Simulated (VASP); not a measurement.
# Hg (Pm-3m) in VASP: notebook

Hg is run at these levels: LDA; tasks: single point.

Program: VASP 6.6.1. These are calculated values, not measurements. Logs are shortened: lines on timing, memory, paths and dates and some standing lists are left out, and cuts for length are marked.

### Step 1. The cell of the first run

It takes space group Pm-3m (No. 221, cubic). The conventional cell has a = 2.774 Å, b = 2.774 Å, c = 2.774 Å, α = 90.00°, β = 90.00°, γ = 90.00°. Hg (site symmetry m-3m) has 6 Hg at 2.77 Å within 3.7 Å.

### Step 2. Single point, LDA (21.34 Å³/atom)

Input file INCAR:

```
SYSTEM = Hg
PREC = Accurate
ENCUT = 520
EDIFF = 1E-7
ISMEAR = -1
SIGMA = 0.1
LREAL = .False.
LASPH = .True.
NELM = 100
ALGO = Normal
ISIF = 2
LWAVE = .False.
LCHARG = .True.
LELF = .True.
LVHAR = .True.
NBANDS = 12
```

Input file KPOINTS:

```
regular mesh
0
Gamma
  18 18 18
  0 0 0
```

Input file POSCAR:

```
Hg
1.0
    2.7735842514      0.0000000000      0.0000000000
    0.0000000000      2.7735842514      0.0000000000
    0.0000000000      0.0000000000      2.7735842514
Hg
1
Direct
    0.0000000000      0.0000000000      0.0000000000
```

Potentials or basis: VASP PAW LDA potentials, release 64 (Hg).

Started as:

```sh
$ cat potpaw_LDA.64/Hg/POTCAR > POTCAR
$ mpirun -np 1 vasp_std > vasp.out
```

OUTCAR:

```text
SYSTEM = Hg
   PREC = Accurate
   ENCUT = 520
   EDIFF = 1E-7
   ISMEAR = -1
   LREAL = .False.
   LASPH = .True.
   NELM = 100
   ISIF = 2

 ion  position               nearest neighbor table
   1  0.000  0.000  0.000-

  LATTYP: Found a simple cubic cell.
 ALAT       =     2.7735842514

  Lattice vectors:

 A1 = (   2.7735842514,   0.0000000000,   0.0000000000)
 A2 = (   0.0000000000,   2.7735842514,   0.0000000000)
 A3 = (   0.0000000000,   0.0000000000,   2.7735842514)

Analysis of symmetry for initial positions (statically):
=====================================================================
 Subroutine PRICEL returns:
 Original cell was already a primitive cell.

 Routine SETGRP: Setting up the symmetry group for a
 simple cubic supercell.

 Subroutine GETGRP returns: Found 48 space group operations
 (whereof 48 operations were pure point group operations)
 out of a pool of 48 trial point group operations.

The static configuration has the point symmetry O_h .

Analysis of symmetry for dynamics (positions and initial velocities):
=====================================================================
 Subroutine PRICEL returns:
 Original cell was already a primitive cell.

 Routine SETGRP: Setting up the symmetry group for a
 simple cubic supercell.

 Subroutine GETGRP returns: Found 48 space group operations
 (whereof 48 operations were pure point group operations)
 out of a pool of 48 trial point group operations.

The dynamic configuration has the point symmetry O_h .

 Subroutine INISYM returns: Found 48 space group operations
 (whereof 48 operations are pure point group operations),
 and found     1 'primitive' translations

----------------------------------------------------------------------------------------

                                     Primitive cell

  volume of cell :      21.3365

  direct lattice vectors                    reciprocal lattice vectors
     2.773584251  0.000000000  0.000000000     0.360544303  0.000000000  0.000000000
     0.000000000  2.773584251  0.000000000     0.000000000  0.360544303  0.000000000
     0.000000000  0.000000000  2.773584251     0.000000000  0.000000000  0.360544303

  length of vectors
     2.773584251  2.773584251  2.773584251     0.360544303  0.360544303  0.360544303

  position of ions in fractional coordinates (direct lattice)
     0.000000000  0.000000000  0.000000000

  ion indices of the primitive-cell ions
   primitive index   ion index
                 1           1

----------------------------------------------------------------------------------------

 KPOINTS: regular mesh

Automatic generation of k-mesh.
 Grid dimensions read from file:
 generate k-points for:   18   18   18

 Generating k-lattice:

  Cartesian coordinates                     Fractional coordinates (reciprocal lattice)
     0.020030239  0.000000000  0.000000000     0.055555556  0.000000000  0.000000000
     0.000000000  0.020030239  0.000000000     0.000000000  0.055555556  0.000000000
     0.000000000  0.000000000  0.020030239     0.000000000  0.000000000  0.055555556

  Length of vectors
     0.020030239  0.020030239  0.020030239

  Shift w.r.t. Gamma in fractional coordinates (k-lattice)
     0.000000000  0.000000000  0.000000000

 Subroutine IBZKPT returns following result:
 ===========================================

 Found    220 irreducible k-points:

 Following reciprocal coordinates:
            Coordinates               Weight
  0.000000  0.000000  0.000000      1.000000
  0.055556  0.000000  0.000000      6.000000
  0.111111  0.000000  0.000000      6.000000
  0.166667  0.000000  0.000000      6.000000
  0.222222  0.000000  0.000000      6.000000
  0.277778  0.000000  0.000000      6.000000
[... 16 lines left out ...]
  0.277778  0.111111  0.000000     24.000000
  0.333333  0.111111  0.000000     24.000000
 [... further k-points ...]
   k-points           NKPTS =    220   k-points in BZ     NKDIM =    220   number of bands    NBANDS=     12
   number of dos      NEDOS =    301   number of ions     NIONS =      1
   total plane-waves  NPLWV =  13824
   dimension x,y,z NGX =    24 NGY =   24 NGZ =   24
   dimension x,y,z NGXF=    48 NGYF=   48 NGZF=   48
   ions per type =               1
   NGX,Y,Z   is equivalent  to a cutoff of  14.39, 14.39, 14.39 a.u.
   NGXF,Y,Z  is equivalent  to a cutoff of  28.77, 28.77, 28.77 a.u.
 SYSTEM =  Hg
   PREC   = accura    normal or accurate (medium, high low for compatibility)
   ISTART =      0    job   : 0-new  1-cont  2-samecut
   ICHARG =      2    charge: 1-file 2-atom 10-const
   ISPIN  =      1    spin polarized calculation?
   LNONCOLLINEAR =      F non collinear calculations
   LSORBIT =      F    spin-orbit coupling
   LASPH  =      T    aspherical Exc in radial PAW
   ENCUT  =  520.0 eV  38.22 Ry    6.18 a.u.   5.16  5.16  5.16*2*pi/ulx,y,z
   NELM   =    100;   NELMIN=  2; NELMDL= -5     # of ELM steps
   EDIFF  = 0.1E-06   stopping-criterion for ELM
   LREAL  =      F    real-space projection
   EDIFFG = 0.1E-05   stopping-criterion for IOM
   NSW    =      0    number of steps for IOM
   IBRION =     -1    ionic relax: 0-MD 1-quasi-New 2-CG
   NFREE  =      0    steps in history (QN), initial steepest desc. (CG)
   ISIF   =      2    stress and relaxation
   ISYM   =      2    0-nonsym 1-usesym 2-fastsym
   POTIM  = 0.5000    time-step for ionic-motion
   TEBEG  =    0.0;   TEEND  =   0.0 temperature during run
   PSTRESS=    0.0 pullay stress
   NELECT =      12.0000    total number of electrons
   NUPDOWN=      -1.0000    fix difference up-down
   EMIN   =  10.00;   EMAX   =-10.00  energy-range for DOS
   EFERMI =   0.00;   METHOD = LEGACY
   ISMEAR =    -1;   SIGMA  =   0.10  broadening in eV -4-tet -1-fermi 0-gaus
   EFERMI_NEDOS =   21; number of points for ismear=-14 and -15
   IALGO  =     38    algorithm
   IMIX   =      4    mixing-type and parameters
     AMIX     =   0.40;   BMIX     =  1.00
     AMIX_MAG =   1.60;   BMIX_MAG =  1.00
  volume/ion in A,a.u.               =      21.34       143.99
  Fermi-wavevector in a.u.,A,eV,Ry     =   1.351327  2.553638 24.845401  1.826085
  Thomas-Fermi vector in A             =   2.478758
   LORBIT       =      0    0 simple, 1 ext, 2 COOP (PROOUT), +10 PAW based schemes
   GGA     = CA    functional components
   LHFCALC =     F    Hartree Fock is set to
   AEXX    =    0.0000 exact exchange contribution
   IVDW    =     0    specifies the selected vdW correction
   LEPSILON=     F    determine dielectric tensor
   LRPA    =     F    only Hartree local field effects (RPA)
 non-spin polarized calculation
  energy-cutoff  :      520.00
  volume of cell :       21.34
 maximum number of plane-waves:       591
 NGX is ok and might be reduce to    24
   NGX = 11   NGY = 11   NGZ = 11

 number of electron      12.0000000 magnetization

 Free energy of the ion-electron system (eV)
  ---------------------------------------------------
  ext. energy  EPLUGINS =         0.00000000
  ---------------------------------------------------
  free energy    TOTEN  =        -0.86017336 eV

  energy without entropy =       -0.85093920  energy(sigma->0) =       -0.85555628

 E-fermi :   3.5928     XC(G=0): -11.6310

 val. band max:        3.5758626305   @ k =   0.5000   0.3333   0.0000
 cond. band min:       3.6238343156   @ k =   0.4444   0.2222   0.0556
 fundamental gap:      0.0479716852
 Fermi energy:         3.5927624090

 k-point     1 :       0.0000    0.0000    0.0000
  band No.  band energies     occupation
      1      -6.7154      2.00000
      2      -5.7906      2.00000
      3      -5.7906      2.00000
      4      -2.4742      2.00000
      5      -2.4742      2.00000
      6      -2.4742      2.00000
      7      14.8123      0.00000
      8      14.8123      0.00000
      9      14.8123      0.00000
     10      19.2587      0.00000
     11      21.2300      0.00000
     12      21.2300      0.00000

 k-point     2 :       0.0556    0.0000    0.0000
  band No.  band energies     occupation
      1      -6.6446      2.00000
      2      -5.7821      2.00000
      3      -5.7383      2.00000
      4      -2.5103      2.00000
      5      -2.5103      2.00000
      6      -2.4712      2.00000
      7      14.0728      0.00000
      8      14.9206      0.00000
      9      14.9206      0.00000
     10      19.6242      0.00000
     11      21.1423      0.00000
     12      21.7063      0.00000

 k-point     3 :       0.1111    0.0000    0.0000
  band No.  band energies     occupation
      1      -6.4558      2.00000
      2      -5.7573      2.00000
      3      -5.5613      2.00000
      4      -2.6128      2.00000
      5      -2.6128      2.00000
      6      -2.4627      2.00000
      7      12.5359      0.00000
      8      15.2378      0.00000
      9      15.2378      0.00000
     10      19.9829      0.00000
     11      20.8927      0.00000
     12      23.1858      0.00000

 k-point     4 :       0.1667    0.0000    0.0000
  band No.  band energies     occupation
      1      -6.2183      2.00000
      2      -5.7192      2.00000
      3      -5.2024      2.00000
      4      -2.7658      2.00000
      5      -2.7658      2.00000
      6      -2.4495      2.00000
      7      10.8022      0.00000
      8      15.7424      0.00000
      9      15.7424      0.00000
     10      20.1421      0.00000
     11      20.5187      0.00000
     12      25.2429      0.00000

 k-point     5 :       0.2222    0.0000    0.0000
  band No.  band energies     occupation
      1      -5.9988      2.00000
      2      -5.6721      2.00000
      3      -4.6140      2.00000
      4      -2.9472      2.00000
      5      -2.9472      2.00000
      6      -2.4333      2.00000
      7       9.0469      0.00000
      8      16.4024      0.00000
      9      16.4024      0.00000
     10      20.0748      0.00000
     11      20.2296      0.00000
     12      27.5413      0.00000
[... 228 lines left out ...]
      1      -5.9724      2.00000
      2      -5.5051      2.00000
      3      -5.1542      2.00000
      4      -2.9046      2.00000
      5      -2.7539      2.00000
      6      -2.5824      2.00000
      7      11.1460      0.00000
      8      13.3436      0.00000
      9      16.1734      0.00000
     10      20.3624      0.00000
     11      22.7829      0.00000
     12      24.9120      0.00000

 k-point    22 :       0.2222    0.1111    0.0000
  band No.  band energies     occupation
      1      -5.7987      2.00000
      2      -5.4312      2.00000
      3      -4.5762      2.00000
      4      -3.0637      2.00000
      5      -2.9326      2.00000
      6      -2.5654      2.00000
      7       9.3869      0.00000
      8      13.8831      0.00000
      9      16.8387      0.00000
     10      20.1631      0.00000
     11      22.4968      0.00000
     12      25.9872      0.00000

 k-point    23 :       0.2778    0.1111    0.0000
  band No.  band energies     occupation
      1      -5.6634      2.00000
      2      -5.3464      2.00000
      3      -3.9081      2.00000
      4      -3.1166      2.00000
      5      -3.0993      2.00000
      6      -2.5466      2.00000
      7       7.6523      0.00000
      8      14.5282      0.00000
      9      17.6219      0.00000
     10      19.8617      0.00000
     11      22.0223      0.00000
     12      25.8001      0.00000

 k-point    24 :       0.3333    0.1111    0.0000
  band No.  band energies     occupation
      1      -5.5604      2.00000
      2      -5.2521      2.00000
      3      -3.6960      2.00000
      4      -3.2840      2.00000
      5      -2.5287      2.00000
      6      -2.4843      2.00000
      7       5.9646      0.00000
      8      15.2502      0.00000
      9      18.4733      0.00000
     10      19.4955      0.00000
     11      21.3087      0.00000
     12      25.6564      0.00000

 [... further k-points ...]

------------------------ aborting loop because EDIFF is reached ----------------------------------------

  FORCE on cell =-STRESS in cart. coord.  units (eV):
  Direction    XX          YY          ZZ          XY          YZ          ZX
  --------------------------------------------------------------------------------------
  -------------------------------------------------------------------------------------
  Total        1.5740450      1.5740450      1.5740450      0.0000000     -0.0000000      0.0000000
  in kB      118.1962332    118.1962332    118.1962332      0.0000000     -0.0000000      0.0000000
  external PRESSURE =     118.1962332 kB  Pullay stress =       0.0000000 kB

 VOLUME and BASIS-vectors are now :
 -----------------------------------------------------------------------------
  energy-cutoff  :      520.00
  volume of cell :       21.34
      direct lattice vectors                 reciprocal lattice vectors
     2.773584251  0.000000000  0.000000000     0.360544303  0.000000000  0.000000000
     0.000000000  2.773584251  0.000000000     0.000000000  0.360544303  0.000000000
     0.000000000  0.000000000  2.773584251     0.000000000  0.000000000  0.360544303

 POSITION                                       TOTAL-FORCE (eV/Angst)
 -----------------------------------------------------------------------------------
      0.00000      0.00000      0.00000         0.000000      0.000000      0.000000
 -----------------------------------------------------------------------------------
    total drift:                               -0.000000      0.000000      0.000000

  FREE ENERGIE OF THE ION-ELECTRON SYSTEM (eV)
  ---------------------------------------------------
  free  energy   TOTEN  =        -0.8601733584 eV

  energy  without entropy=       -0.8509392047  energy(sigma->0) =       -0.85555628
```

Wall time 24 s (1 thread of Intel Xeon Platinum 8488C (Sapphire Rapids), shared host); peak memory 0.17 GiB.

What came out:

| Item | Value |
| --- | --- |
| Free energy | -0.8602 eV |
| Pressure | 11.8 GPa |
| Band gap on the k mesh | zero (bands 6 and 7 overlap by 7.62 eV) |

Levels at points of the mesh, in eV from the Fermi level:
| k point | band 4 | band 5 | band 6 | band 7 | band 8 | band 9 |
| --- | --- | --- | --- | --- | --- | --- |
| (0.00, 0.00, 0.00) | -6.07 | -6.07 | -6.07 | 11.22 | 11.22 | 11.22 |
| (0.50, 0.00, 0.00) | -7.14 | -5.97 | -2.90 | -2.29 | 15.02 | 16.17 |
| (0.50, 0.50, 0.00) | -6.96 | -5.15 | 1.11 | 1.11 | 2.14 | 8.16 |
| (0.50, 0.50, 0.50) | -5.09 | -5.09 | 5.33 | 5.33 | 5.33 | 7.62 |

Caveat: the cell stands under pressure; spin-orbit coupling is left out, which moves the levels of the heavy elements.

### Step 3. Single point, LDA (22.31 Å³/atom)

This run uses another cell than the first one, of 22.31 Å³/atom.

Input file INCAR:

```
SYSTEM = Hg
ALGO = Normal
EDIFF = 1E-6
ENCUT = 520
GGA = CA
ISIF = 2
ISMEAR = -1
LASPH = .True.
LCHARG = .False.
LREAL = .False.
LWAVE = .False.
NBANDS = 12
NELM = 100
PREC = Accurate
SIGMA = 0.1
```

Input file KPOINTS:

```
k-points
0
Gamma
  18 18 18
  0 0 0
```

Input file POSCAR:

```
Hg
1.0
    2.8149871353      0.0000000000      0.0000000000
    0.0000000000      2.8149871353      0.0000000000
    0.0000000000      0.0000000000      2.8149871353
Hg
1
Direct
    0.0000000000      0.0000000000      0.0000000000
```

Potentials or basis: VASP PAW LDA potentials, release 64 (Hg).

Started as:

```sh
$ cat potpaw_LDA.64/Hg/POTCAR > POTCAR
$ mpirun -np 1 vasp_std > vasp.out
```

Wall time 21 s (1 thread of Intel Xeon Platinum 8488C (Sapphire Rapids), shared host); peak memory 0.17 GiB.

The run converged. Its results:

```yaml
Free_energy: -0.9172 eV
Pressure: 7.0 GPa
Band_gap_on_the_k_mesh: zero (bands 6 and 7 overlap by 7.60 eV)
```

Levels at points of the mesh, in eV from the Fermi level:
```tsv
k point	band 4	band 5	band 6	band 7	band 8	band 9
(0.00, 0.00, 0.00)	-6.01	-6.01	-6.01	11.00	11.00	11.00
(0.50, 0.00, 0.00)	-6.99	-5.92	-2.65	-2.38	14.92	15.72
(0.50, 0.50, 0.00)	-6.83	-5.17	1.19	1.19	1.84	8.01
(0.50, 0.50, 0.50)	-5.10	-5.10	5.22	5.22	5.22	7.01
```

Caveat: the cell stands under pressure; spin-orbit coupling is left out, which moves the levels of the heavy elements.

### Step 4. Single point, LDA (23.28 Å³/atom)

This run uses another cell than the first one, of 23.28 Å³/atom.

Input file INCAR:

```
PREC = Accurate
ENCUT = 520
EDIFF = 1E-6
ISMEAR = -1
SIGMA = 0.1
LREAL = F
LASPH = T
NELM = 60
ALGO = Normal
ISIF = 2
LWAVE = F
LCHARG = T
LELF = T
LVHAR = T
NBANDS = 12
```

Input file KPOINTS:

```
regular mesh
0
Gamma
  18 18 18
```

Input file POSCAR:

```
Hg
1.0
    2.8552066711      0.0000000000      0.0000000000
    0.0000000000      2.8552066711      0.0000000000
    0.0000000000      0.0000000000      2.8552066711
Hg
1
Direct
    0.0000000000      0.0000000000      0.0000000000
```

Started as:

```sh
$ cat potpaw_LDA.64/Hg/POTCAR > POTCAR
$ mpirun -np 1 vasp_std > vasp.out
```

Wall time 19 s (1 thread of Intel Xeon Platinum 8488C (Sapphire Rapids), shared host); peak memory 0.17 GiB.

Results (log left out):

```yaml
Free_energy: -0.9488 eV
Pressure: 3.4 GPa
Band_gap_on_the_k_mesh: zero (bands 6 and 7 overlap by 7.52 eV)
```

Levels at points of the mesh, in eV from the Fermi level:
| k point | band 2 | band 3 | band 4 | band 5 | band 6 | band 7 | band 8 | band 9 | band 10 | band 11 |
| --- | --- | --- | --- | --- | --- | --- | --- | --- | --- | --- |
| (0.00, 0.00, 0.00) | -8.78 | -8.78 | -5.96 | -5.96 | -5.96 | 10.78 | 10.78 | 10.78 | 14.87 | 16.77 |
| (0.50, 0.00, 0.00) | -8.43 | -6.86 | -6.86 | -5.88 | -2.47 | -2.42 | 14.82 | 15.30 | 15.30 | 16.07 |
| (0.50, 0.50, 0.00) | -8.18 | -6.71 | -6.71 | -5.18 | 1.27 | 1.27 | 1.57 | 7.86 | 18.66 | 18.66 |
| (0.50, 0.50, 0.50) | -8.13 | -8.13 | -5.12 | -5.12 | 5.10 | 5.10 | 5.10 | 6.46 | 8.60 | 12.24 |

Caveat: the cell stands under pressure; spin-orbit coupling is left out, which moves the levels of the heavy elements.

### Step 5. Summary

| cell | gap on the mesh (eV) | pressure (GPa) |
| --- | --- | --- |
| a = 2.774 Å, 1 atom | none | 11.8 |
| a = 2.815 Å, 1 atom | none | 7.0 |
| a = 2.855 Å, 1 atom | none | 3.4 |

Alike in all rows: task single point; level LDA; potentials or basis VASP PAW LDA potentials, release 64 (Hg); no spin polarisation; k mesh 18 × 18 × 18; cutoff (eV) 520; smearing fermi-dirac 0.1 eV.

Caveats: the cell stands under pressure; spin-orbit coupling is left out, which moves the levels of the heavy elements.

Absolute energies hang on the potentials; compare differences alone.
